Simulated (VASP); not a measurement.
Crystal: WAu.

```
W Au
1.0
     0.00000    2.59537    2.59537
     2.59537    0.00000    2.59537
     2.59537    2.59537    0.00000
W Au
1 1
Cartesian
  0.0000 0.0000 0.0000
  2.5954 2.5954 2.5954
```

- Program: VASP 6.6.1
- Task: relaxation of cell and atoms
- Functional: PBE
- Potentials or basis: VASP PAW PBE potentials, release 64 (W_sv, Au)
- Cutoff: 600 eV
- k mesh: 6 × 6 × 6
- Occupations: gaussian, width 0.1 eV
- Spin: no spin polarisation

At the start: pressure 22.1 GPa; volume 17.48 Å³/atom.

How do energy, volume and symmetry change on relaxing?

Over 4 steps the energy falls by 110.9 meV/atom and the volume is 19.27 Å³/atom (+10.2 %); space group Fm-3m (No. 225, to 0.1 Å) before and after.

Step by step:
```csv
step,energy change (eV),largest force (eV/Å),pressure (GPa),volume (Å³)
1,0.0000,0.0000,22.15,34.96
2,0.7314,0.0000,-23.51,48.67
3,-0.2203,0.0000,-1.50,38.82
4,-0.2218,0.0000,-0.22,38.54
```

Final structure:
```
CELL_PARAMETERS angstrom
0.00000 2.68099 2.68099
2.68099 0.00000 2.68099
2.68099 2.68099 0.00000
ATOMIC_POSITIONS crystal
W 0.00000 0.00000 0.00000
Au 0.50000 0.50000 0.50000
```
